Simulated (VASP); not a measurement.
Set up this calculation in VASP 6.6.1, as the native input.

```
Task                   : single point
Functional             : BLYP
Potentials or basis    : VASP PAW PBE potentials, release 64 (Fe)
Cutoff                 : 520 eV
k mesh                 : 6 × 6 × 6
Occupations            : fermi-dirac, width 0.1 eV
Spin                   : no spin polarisation
Dipole correction      : no
Further INCAR settings : ALGO = Normal; EDIFF = 1e-07; NBANDS = 42
```

The structure of Fe lies in POSCAR:

```
Fe
1.0
    4.4376209465      0.0000000000      0.0000000000
    0.0000000000      4.4376209465      0.0000000000
    0.0000000000      0.0000000000      4.4376209465
Fe
8
Direct
    0.0000000000      1.0000000000      0.0000000000
    0.5000000000      0.5000000000      0.5000000000
    0.2500000000      1.0000000000      0.5000000000
    0.7500000000      0.0000000000      0.5000000000
    0.5000000000      0.2500000000      1.0000000000
    0.5000000000      0.7500000000      0.0000000000
    1.0000000000      0.5000000000      0.2500000000
    1.0000000000      0.5000000000      0.7500000000
```

These files were run (other wordings do the same):

INCAR

```
AGGAC    = 1.0          
AGGAX    = 1.0          
ALDAC    = 0.0          
ALDAX    = 1.0          
ALGO     = Normal         # electronic algorithm
EDIFF    = 1E-7           # SCF threshold, eV
ENCUT    = 520            # plane-wave cutoff, eV
GGA      = B5             # functional
ISIF     = 2              # what is computed and relaxed
ISMEAR   = -1             # smearing method
LASPH    = True           # aspherical terms in the spheres
LCHARG   = False          # write CHGCAR
LREAL    = False          # projectors in reciprocal space
LWAVE    = False          # write WAVECAR
NBANDS   = 42             # bands
NELM     = 80             # most SCF steps
PREC     = Accurate       # precision mode
SIGMA    = 0.1            # smearing width, eV
```

KPOINTS

```
k-points
0
Gamma
  6 6 6
```

Potentials or basis: VASP PAW PBE potentials, release 64 (Fe).

Run with:

```sh
$ cat potpaw_PBE.64/Fe/POTCAR > POTCAR
$ mpirun -np 1 vasp_std > vasp.out
```

It gave:

* Pressure: 0.0 GPa
* Band gap on the k mesh: zero (bands 32 and 33 overlap by 0.50 eV)

Caveat: the PAW data sets were made with another functional, which shifts forces and pressure a little; the run has no spin polarisation, though such a crystal can be magnetic.

Wall time 2.1 min on 1 thread of Intel(R) Xeon(R) Platinum 8488C (Sapphire Rapids) (shared host), peak memory 0.21 GiB.
